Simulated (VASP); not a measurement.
Zn, 1 atom in the cell. The structure is cubic, space group Fm-3m (No. 225). Conventional cell: a = 3.848 Å, b = 3.848 Å, c = 3.848 Å, α = 90.00°, β = 90.00°, γ = 90.00°. Within 3.6 Å of Zn (site symmetry m-3m) lie 12 Zn at 2.72 Å. 

- Program: VASP 6.6.1
- Task: single point
- Functional: PBE
- Potentials or basis: VASP PAW PBE potentials, release 64 (Zn)
- Cutoff: 520 eV
- k mesh: 24 × 24 × 24
- Occupations: fermi-dirac, width 0.0612256 eV
- Spin: no spin polarisation
- Dipole correction: no
- Further INCAR settings: ALGO = Normal; EDIFF = 1e-06; NBANDS = 12

Potentials or basis: VASP PAW PBE potentials, release 64 (Zn).

Launch:

```sh
$ cat potpaw_PBE.64/Zn/POTCAR > POTCAR
$ mpirun -np 1 vasp_std > vasp.out
```

Hardware: 1 thread of Intel(R) Xeon(R) 6975P-C (Granite Rapids) (shared host).

Problem. How long does it take, and how much memory?

Solution. Wall time 21 s on 1 thread of Intel(R) Xeon(R) 6975P-C (Granite Rapids), with other jobs on the host, peak memory 0.17 GiB. Counts: scf iterations 10, k points 413.
